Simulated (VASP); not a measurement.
**BN: single point with PBE+D3(BJ)**

Crystal: BN.

```xyz
4
Lattice="2.5061 0.0000 0.0000 -1.2531 2.1704 0.0000 0.0000 0.0000 6.5974" Properties=species:S:1:pos:R:3 pbc="T T T"
B     0.0000    0.3840    2.8187
B     0.0000    1.4469    0.0000
N     0.0000    0.0000    0.0000
N     1.2531    0.7235    3.2987
```

This cell differs from its parent crystal: atom 1 (B) moved by +0.384 Å along [1 2 0] and -0.480 Å along [0 0 1].

```json
{
  "Program": "VASP 6.6.1",
  "Task": "single point",
  "Functional": "PBE",
  "Dispersion": "D3(BJ)",
  "Potentials or basis": "VASP PAW PBE potentials, release 64 (B, N)",
  "Cutoff": "520 eV",
  "k mesh": "12 × 12 × 4",
  "Occupations": "gaussian, width 0.05 eV",
  "Spin": "no spin polarisation"
}
```

```
Pressure                   : 5.5 GPa
Largest force              : 5.568 eV/Å
Dispersion energy per atom : -0.144 eV
```

Forces in eV/Å, atoms in the order of the input:
```
B    0.000 -3.614  4.236
B    0.000  0.000 -0.372
N    0.000  0.041  0.289
N    0.000  3.573 -4.154
```

Stress tensor (GPa, compression positive):
```
 12.64   0.00   0.00
  0.00  14.29   7.22
  0.00   7.22 -10.55
```

Levels at points of the mesh, in eV from the Fermi level:
| k point | band 6 | band 7 | band 8 | band 9 | band 10 | band 11 |
| --- | --- | --- | --- | --- | --- | --- |
| (0.00, 0.00, 0.00) | -4.96 | -4.96 | -0.09 | 0.50 | 6.17 | 7.12 |
| (0.50, 0.00, 0.00) | -4.81 | -3.73 | -3.28 | 0.09 | 1.65 | 4.03 |
| (0.00, 0.50, 0.00) | -7.13 | -4.93 | -4.09 | 1.18 | 2.79 | 5.82 |
| (0.00, 0.00, 0.50) | -4.96 | -4.96 | 0.00 | 1.71 | 5.18 | 6.54 |
| (0.50, 0.00, 0.50) | -4.70 | -3.70 | -3.27 | 0.02 | 1.21 | 4.17 |
| (0.00, 0.50, 0.50) | -7.13 | -4.74 | -4.16 | 0.93 | 2.63 | 5.81 |

Wall time 40 s on 1 thread of Intel(R) Xeon(R) 6975P-C (Granite Rapids) (shared host), peak memory 0.21 GiB.

Caveat: the cell differs from its parent crystal (atom 1 (B) moved by +0.384 Å along [1 2 0] and -0.480 Å along [0 0 1]); forces of over 1 eV/Å act on the atoms, so gaps and moduli don't describe the material at rest.
